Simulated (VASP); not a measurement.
# CrO2 (P4_2/mnm) in VASP: single point with PBE

Aim: the single point of CrO2 with PBE.

Everything below comes from runs of VASP 6.6.1. Logs are shortened: lines on timing, memory, paths and dates and some standing lists are left out, and cuts for length are marked.

## (1) The cell of the first run

Symmetry: P4_2/mnm, No. 136, tetragonal system. The conventional cell has a = 4.444 Å, b = 4.444 Å, c = 2.922 Å, α = 90.00°, β = 90.00°, γ = 90.00°. Cr (site symmetry mmm) has 6 O at 1.91 Å within 2.5 Å. O (site symmetry m2m) has 3 Cr at 1.91 Å and 1 O at 2.47 Å within 2.5 Å.

## (2) Single point, PBE, collinear spin, ferromagnetic start

INCAR

```
SYSTEM = CrO2
ALGO = Normal
EDIFF = 1E-6
ENCUT = 600
GGA = PE
GGA_COMPAT = .False.
ISIF = 2
ISMEAR = 0
ISPIN = 2
LASPH = .True.
LCHARG = .True.
LELF = .True.
LMAXMIX = 4
LORBIT = 11
LREAL = .False.
LVHAR = .True.
LWAVE = .False.
MAGMOM = 2 2 0 0 0 0
NBANDS = 39
NELM = 200
PREC = Accurate
SIGMA = 0.05
```

KPOINTS

```
k-points
0
Gamma
  6 6 10
  0 0 0
```

POSCAR

```
CrO2
1.0
    4.4439090576      0.0000000000      0.0000000000
    0.0000000000      4.4439090576      0.0000000000
    0.0000000000      0.0000000000      2.9217460561
Cr O
2 4
Direct
    0.0000000000      0.0000000000      0.0000000000
    0.5000000000      0.5000000000      0.5000000000
    0.3036626104      0.3036626104      0.0000000000
    0.1963373896      0.8036626104      0.5000000000
    0.6963373896      0.6963373896      0.0000000000
    0.8036626104      0.1963373896      0.5000000000
```

Potentials or basis: VASP PAW PBE potentials, release 64 (Cr_sv, O).

Started as:

```
> cat potpaw_PBE.64/Cr_sv/POTCAR potpaw_PBE.64/O/POTCAR > POTCAR
> mpirun -np 1 vasp_std > vasp.out
```

OUTCAR:

```text
SYSTEM = CrO2
   EDIFF = 1E-6
   ENCUT = 600
   GGA = PE
   ISIF = 2
   ISMEAR = 0
   ISPIN = 2
   LASPH = .True.
   LORBIT = 11
   LREAL = .False.
   NELM = 200
   PREC = Accurate

 ion  position               nearest neighbor table
   1  0.000  0.000  0.000-   3 1.91   5 1.91   4 1.91   6 1.91   4 1.91   6 1.91
   2  0.500  0.500  0.500-   4 1.91   6 1.91   5 1.91   3 1.91   3 1.91   5 1.91
   3  0.304  0.304  0.000-   1 1.91   2 1.91   2 1.91
   4  0.196  0.804  0.500-   2 1.91   1 1.91   1 1.91
   5  0.696  0.696  0.000-   1 1.91   2 1.91   2 1.91
   6  0.804  0.196  0.500-   2 1.91   1 1.91   1 1.91

  LATTYP: Found a simple tetragonal cell.
 ALAT       =     4.4439090576
 C/A-ratio  =     0.6574720630

  Lattice vectors:

 A1 = (   4.4439090576,   0.0000000000,   0.0000000000)
 A2 = (   0.0000000000,   4.4439090576,   0.0000000000)
 A3 = (   0.0000000000,   0.0000000000,   2.9217460561)

Analysis of symmetry for initial positions (statically):
=====================================================================
 Subroutine PRICEL returns:
 Original cell was already a primitive cell.

 Routine SETGRP: Setting up the symmetry group for a
 simple tetragonal supercell.

 Subroutine GETGRP returns: Found 16 space group operations
 (whereof  8 operations were pure point group operations)
 out of a pool of 16 trial point group operations.

The static configuration has the point symmetry D_2h.
 The point group associated with its full space group is D_4h.

Analysis of symmetry for dynamics (positions and initial velocities):
=====================================================================
 Subroutine PRICEL returns:
 Original cell was already a primitive cell.

 Routine SETGRP: Setting up the symmetry group for a
 simple tetragonal supercell.

 Subroutine GETGRP returns: Found 16 space group operations
 (whereof  8 operations were pure point group operations)
 out of a pool of 16 trial point group operations.

The dynamic configuration has the point symmetry D_2h.
 The point group associated with its full space group is D_4h.

Analysis of structural, dynamic, and magnetic symmetry:
=====================================================================
 Subroutine PRICEL returns:
 Original cell was already a primitive cell.

 Routine SETGRP: Setting up the symmetry group for a
 simple tetragonal supercell.

 Subroutine GETGRP returns: Found 16 space group operations
 (whereof  8 operations were pure point group operations)
 out of a pool of 16 trial point group operations.

[... 145 lines left out ...]
 NGX is ok and might be reduce to    36
   NGX = 17   NGY = 17   NGZ = 11

 number of electron      51.9999995 magnetization       4.0000063

 Free energy of the ion-electron system (eV)
  ---------------------------------------------------
  ext. energy  EPLUGINS =         0.00000000
  ---------------------------------------------------
  free energy    TOTEN  =       -50.72306297 eV

  energy without entropy =      -50.72208033  energy(sigma->0) =      -50.72257165

 E-fermi :   6.7508     XC(G=0): -11.8608

 val. band max:        6.7403052129   @ k =   0.0000   0.0000   0.5000
 cond. band min:       6.7560567676   @ k =   0.5000   0.5000   0.4000
 fundamental gap:      0.0157515547
 Fermi energy:         6.7508110016

 spin component 1

 k-point     1 :       0.0000    0.0000    0.0000
  band No.  band energies     occupation
      1     -66.7191      1.00000
      2     -66.7140      1.00000
      3     -38.0881      1.00000
      4     -38.0881      1.00000
      5     -37.9695      1.00000
      6     -37.9695      1.00000
[... 973 lines left out ...]
     37      20.2807      0.00000
     38      20.2807      0.00000

 [... further k-points ...]

 spin component 2

 k-point     1 :       0.0000    0.0000    0.0000
  band No.  band energies     occupation
      1     -64.4586      1.00000
      2     -64.4526      1.00000
      3     -36.0729      1.00000
      4     -36.0729      1.00000
      5     -35.7202      1.00000
      6     -35.7202      1.00000
[... 973 lines left out ...]
     37      20.7805      0.00000
     38      20.7805      0.00000

 [... further k-points ...]

 [bands above 38 left out]

------------------------ aborting loop because EDIFF is reached ----------------------------------------

  FORCE on cell =-STRESS in cart. coord.  units (eV):
  Direction    XX          YY          ZZ          XY          YZ          ZX
  --------------------------------------------------------------------------------------
  -------------------------------------------------------------------------------------
  Total       -0.6051291     -0.6051291     -0.5856666      0.0000000      0.0000000      0.0000000
  in kB      -16.8029607    -16.8029607    -16.2625342      0.0000000      0.0000000      0.0000000
  external PRESSURE =     -16.6228185 kB  Pullay stress =       0.0000000 kB

 VOLUME and BASIS-vectors are now :
 -----------------------------------------------------------------------------
  energy-cutoff  :      600.00
  volume of cell :       57.70
      direct lattice vectors                 reciprocal lattice vectors
     4.443909058  0.000000000  0.000000000     0.225027107  0.000000000  0.000000000
     0.000000000  4.443909058  0.000000000     0.000000000  0.225027107  0.000000000
     0.000000000  0.000000000  2.921746056     0.000000000  0.000000000  0.342261093

 POSITION                                       TOTAL-FORCE (eV/Angst)
 -----------------------------------------------------------------------------------
      0.00000      0.00000      0.00000         0.000000      0.000000     -0.000000
      2.22195      2.22195      1.46087         0.000000      0.000000     -0.000000
      1.34945      1.34945      0.00000        -0.004928     -0.004928      0.000000
      0.87251      3.57140      1.46087         0.004928     -0.004928     -0.000000
      3.09446      3.09446      0.00000         0.004928      0.004928     -0.000000
      3.57140      0.87251      1.46087        -0.004928      0.004928     -0.000000
 -----------------------------------------------------------------------------------
    total drift:                                0.000000      0.000000     -0.000000

  FREE ENERGIE OF THE ION-ELECTRON SYSTEM (eV)
  ---------------------------------------------------
  free  energy   TOTEN  =       -50.7230629656 eV

  energy  without entropy=      -50.7220803278  energy(sigma->0) =      -50.72257165

 total charge

# of ion       s       p       d       tot
------------------------------------------
    1        2.149   6.049   3.358  11.555
    2        2.149   6.049   3.358  11.555
    3        1.568   3.464   0.000   5.032
    4        1.568   3.464   0.000   5.032
    5        1.568   3.464   0.000   5.032
    6        1.568   3.464   0.000   5.032
--------------------------------------------------
tot         10.569  25.954   6.715  43.238

 magnetization (x)

# of ion       s       p       d       tot
------------------------------------------
    1        0.012   0.012   1.929   1.953
    2        0.012   0.012   1.929   1.953
    3       -0.003  -0.074   0.000  -0.077
    4       -0.003  -0.074   0.000  -0.077
    5       -0.003  -0.074   0.000  -0.077
    6       -0.003  -0.074   0.000  -0.077
--------------------------------------------------
tot          0.014  -0.271   3.857   3.599
```

OSZICAR:

```text
N       E                     dE             d eps       ncg     rms          rms(c)
DAV:   1     0.799821522889E+03    0.79982E+03   -0.30588E+04 12831   0.303E+03
DAV:   2     0.309131338949E+01   -0.79673E+03   -0.76319E+03 11154   0.701E+02
DAV:   3    -0.613719579417E+02   -0.64463E+02   -0.62971E+02 13182   0.209E+02
DAV:   4    -0.658901641144E+02   -0.45182E+01   -0.44824E+01 17871   0.455E+01
DAV:   5    -0.664221153254E+02   -0.53195E+00   -0.53131E+00 13556   0.135E+01    0.382E+01
DAV:   6    -0.594170118070E+02    0.70051E+01   -0.68097E+01 15264   0.134E+02    0.587E+01
DAV:   7    -0.522292810031E+02    0.71877E+01   -0.68241E+01 16834   0.121E+02    0.147E+01
DAV:   8    -0.506737916889E+02    0.15555E+01   -0.30885E+00 15521   0.283E+01    0.599E+00
DAV:   9    -0.507200690664E+02   -0.46277E-01   -0.50955E-01 17899   0.886E+00    0.338E+00
DAV:  10    -0.507161795304E+02    0.38895E-02   -0.10300E-01 17458   0.430E+00    0.163E+00
DAV:  11    -0.507272815255E+02   -0.11102E-01   -0.12789E-02 16343   0.145E+00    0.108E+00
DAV:  12    -0.507244111888E+02    0.28703E-02   -0.43421E-03 17604   0.120E+00    0.490E-01
DAV:  13    -0.507230076858E+02    0.14035E-02   -0.23552E-03 16275   0.897E-01    0.153E-01
DAV:  14    -0.507230526239E+02   -0.44938E-04   -0.34657E-04 15718   0.194E-01    0.413E-02
DAV:  15    -0.507230595134E+02   -0.68895E-05   -0.23715E-05 15962   0.483E-02    0.185E-02
DAV:  16    -0.507230627030E+02   -0.31897E-05   -0.48079E-06 10735   0.334E-02    0.561E-03
DAV:  17    -0.507230629656E+02   -0.26257E-06   -0.50178E-07  7095   0.861E-03
   1 F= -.50723063E+02 E0= -.50722572E+02  d E =-.982638E-03  mag=     4.0000
```

stdout:

```text
POSCAR found type information on POSCAR CrO
 POSCAR found :  2 types and       6 ions
 scaLAPACK will be used
 LDA part: xc-table for (Slater+PW92), standard interpolation
 POSCAR, INCAR and KPOINTS ok, starting setup
 FFT: planning ... GRIDC
 FFT: planning ... GRID_SOFT
 FFT: planning ... GRID
 WAVECAR not read
 entering main loop
```

Wall time 4.2 min (1 thread of Intel Xeon Platinum 8488C (Sapphire Rapids), shared host); peak memory 0.35 GiB.

What came out:

```
Free energy                                           : -50.7231 eV
Pressure                                              : -1.7 GPa
Largest force                                         : 0.007 eV/Å
Band gap on the k mesh                                : zero (filled and empty bands overlap)
Net moment                                            : 4.00 μB per cell
Site moments                                          : Cr +1.95; O -0.08 μB
Valence electrons inside the program's atomic spheres : Cr 11.55; O 5.03
```

Forces in eV/Å, atoms in the order of the input:
```
Cr   0.000  0.000  0.000
Cr   0.000  0.000  0.000
O   -0.005 -0.005  0.000
O    0.005 -0.005  0.000
O    0.005  0.005  0.000
O   -0.005  0.005  0.000
```

Levels at points of the mesh, in eV from the Fermi level:
Spin up:
| k point | band 24 | band 25 | band 26 | band 27 | band 28 | band 29 | band 30 | band 31 | band 32 | band 33 |
| --- | --- | --- | --- | --- | --- | --- | --- | --- | --- | --- |
| (0.00, 0.00, 0.00) | -1.20 | -1.20 | -1.12 | -1.12 | -1.10 | -0.54 | 1.11 | 1.20 | 3.81 | 3.81 |
| (0.50, 0.00, 0.00) | -1.60 | -0.76 | -0.76 | -0.33 | -0.33 | 0.37 | 0.37 | 3.28 | 3.28 | 3.52 |
| (0.50, 0.50, 0.00) | -2.07 | -1.45 | -1.45 | -1.09 | -1.09 | 0.91 | 0.91 | 2.71 | 2.71 | 3.79 |
| (0.00, 0.00, 0.50) | -2.69 | -0.69 | -0.69 | -0.01 | -0.01 | 0.77 | 0.77 | 2.44 | 2.44 | 2.97 |
| (0.50, 0.00, 0.50) | -1.86 | -1.41 | -1.41 | -0.69 | -0.69 | 0.95 | 0.95 | 1.68 | 1.68 | 4.27 |
| (0.50, 0.50, 0.50) | -1.72 | -0.69 | -0.69 | -0.24 | -0.24 | 0.10 | 0.10 | 2.97 | 2.97 | 3.01 |
Spin down:
| k point | band 22 | band 23 | band 24 | band 25 | band 26 | band 27 |
| --- | --- | --- | --- | --- | --- | --- |
| (0.00, 0.00, 0.00) | -1.36 | -1.36 | -0.93 | 1.00 | 1.00 | 1.25 |
| (0.50, 0.00, 0.00) | -2.83 | -1.72 | -1.72 | 1.66 | 1.66 | 1.82 |
| (0.50, 0.50, 0.00) | -2.52 | -2.16 | -2.16 | 1.02 | 1.02 | 1.27 |
| (0.00, 0.00, 0.50) | -3.51 | -2.57 | -2.57 | 1.67 | 1.67 | 2.16 |
| (0.50, 0.00, 0.50) | -3.10 | -2.04 | -2.04 | 0.72 | 0.72 | 2.20 |
| (0.50, 0.50, 0.50) | -2.34 | -1.66 | -1.66 | 1.33 | 1.33 | 2.02 |

Caveat: semilocal functionals often make such compounds metallic where correlation or magnetic order opens a gap, which also shifts bond lengths; only a ferromagnetic start was run, and an antiferromagnetic order may lie lower in energy. With open d or f shells a metallic result of PBE can be an artefact of self-interaction; +U or a hybrid may open a gap.
